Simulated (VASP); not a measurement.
Here is a VASP 6.6.1 calculation.

The input POSCAR:

```
Ag2IBr
1.0
    4.1979551513      0.0000000000      0.0000000000
    0.0000000000      4.1979551513      0.0000000000
    0.0000000000      0.0000000000      5.8459790478
Br Ag I
1 2 1
Direct
    0.0000000000      0.0000000000      0.0000000000
    0.0000000000      0.0000000000      0.5000000000
    0.5000000000      0.5000000000      0.0000000000
    0.5000000000      0.5000000000      0.5000000000
```

The input INCAR.step1:

```
ALGO = Normal
EDIFF = 1E-4
ENCUT = 520
GGA = PE
ISMEAR = 0
LASPH = True
LCHARG = False
LREAL = False
LWAVE = True
NBANDS = 26
NELM = 60
PREC = Accurate
SIGMA = 0.01
```

INCAR.step2

```
ALGO = Normal
EDIFF = 1E-7
ENCUT = 520
ISIF = 2
ISMEAR = 0
ISTART = 1
LASPH = True
LCHARG = False
LMIXTAU = True
LREAL = False
LWAVE = False
METAGGA = R2SCAN
NBANDS = 26
NELM = 60
PREC = Accurate
SIGMA = 0.01
```

File KPOINTS:

```
k-points
0
Gamma
  6 6 4
```

Potentials or basis: VASP PAW PBE potentials, release 64 (Br, Ag, I).

The run is started by

```bash
$ cat potpaw_PBE.64/Br/POTCAR potpaw_PBE.64/Ag/POTCAR potpaw_PBE.64/I/POTCAR > POTCAR
$ cp INCAR.step1 INCAR
$ mpirun -np 1 vasp_std > vasp.out
$ cp INCAR.step2 INCAR
$ mpirun -np 1 vasp_std > vasp.out
```

(1) Estimate the pressure.

(2) Predict the band gap on the k mesh.

Answers

(1) 1.3 GPa.

(2) 0.93 eV (least direct gap 3.00 eV).

Caveat: the PAW data sets were made with another functional, which shifts forces and pressure a little; spin-orbit coupling is left out, which moves the levels of the heavy elements.
